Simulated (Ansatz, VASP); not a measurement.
**One calculation of V, two programs**

Contents of INCAR:

```
SYSTEM = V
PREC     = Accurate       ! precision mode
ENCUT    = 520            ! plane-wave cutoff, eV
EDIFF    = 1E-6           ! SCF threshold, eV
ISMEAR   = -1             ! smearing method
SIGMA    = 0.03           ! smearing width, eV
LREAL    = .False.        ! projectors in reciprocal space
LASPH    = .True.         ! aspherical terms in the spheres
NELM     = 150            ! most SCF steps
ALGO     = Normal         ! electronic algorithm
ISIF     = 2              ! what is computed and relaxed
LWAVE    = .False.        ! write WAVECAR
LCHARG   = .True.         ! write CHGCAR
ISPIN    = 2              ! spin polarisation
MAGMOM   = 1.5            ! initial moments
LORBIT   = 11             ! projections on sites
LMAXMIX  = 4              ! l up to which the mixer works
GGA      = PE             ! functional
LELF     = .True.         ! ELF
LVHAR    = .True.       
NBANDS   = 16             ! bands
```

Contents of KPOINTS:

```
regular mesh
0
Gamma
  19 19 19
  0 0 0
```

File POSCAR:

```
V
1.0
   -1.5130000000      1.5130000000      1.4676100000
    1.5130000000     -1.5130000000      1.4676100000
    1.5130000000      1.5130000000     -1.4676100000
V
1
Direct
    0.0000000000      0.0000000000      0.0000000000
```

Input for Ansatz:

```yaml
crystal:
  lattice:
    - [-1.513, 1.513, 1.46761]
    - [1.513, -1.513, 1.46761]
    - [1.513, 1.513, -1.46761]
  atoms:
    - { symbol: V, position: [0.0, 0.0, 0.0], spin: 1.5 }
magnetization:
  spin_polarized: true
kpoints:
  mp_grid: { grid: [19, 19, 19] }
  band_path:
    path:
      - [0.0, 0.0, 0.0]
      - [0.0, 0.0, 0.5]
      - [-0.5, 0.5, 0.5]
      - [0.0, 0.0, 0.0]
      - [0.485225, 0.485225, -0.485225]
      - [-0.485225, 0.514775, 0.485225]
      - [-0.5, 0.5, 0.5]
      - [0.0, 0.0, 0.5]
      - [0.25, 0.25, 0.25]
    npoints: 5
scf:
  occupations: { method: fermi_dirac, width: 0.03 }
hamiltonian:
  xc: pbe
  pseudopotentials: { kind: all_electron, lapw: { basis_error: 0.001 } }
output:
  forces: true
  stress: true
  eigenvalues: true
```

Change from the starting cell: zz strain of -3 %.

Alike in both runs: task single point; functional PBE; k mesh 19 × 19 × 19; occupations fermi-dirac, width 0.03 eV; collinear spin.

|  | VASP | Ansatz |
| --- | --- | --- |
| version | VASP 6.6.1 | Ansatz 0.2.0 |
| potentials or method | VASP PAW PBE potentials, release 64 (V_sv), cutoff 520 eV | all-electron LAPW, scalar-relativistic |

```tsv
	VASP	Ansatz	Ansatz less VASP
pressure (GPa)	0.5	0.2	-0.29
traceless stress, the component that is largest in VASP (GPa)	2.50	2.51	+0.002
net moment per atom (μB)	0.00	0.00	0.000
```

Ansatz ran all-electron here, and VASP with PAW potentials. Ansatz's warnings: seeded moment not kept.
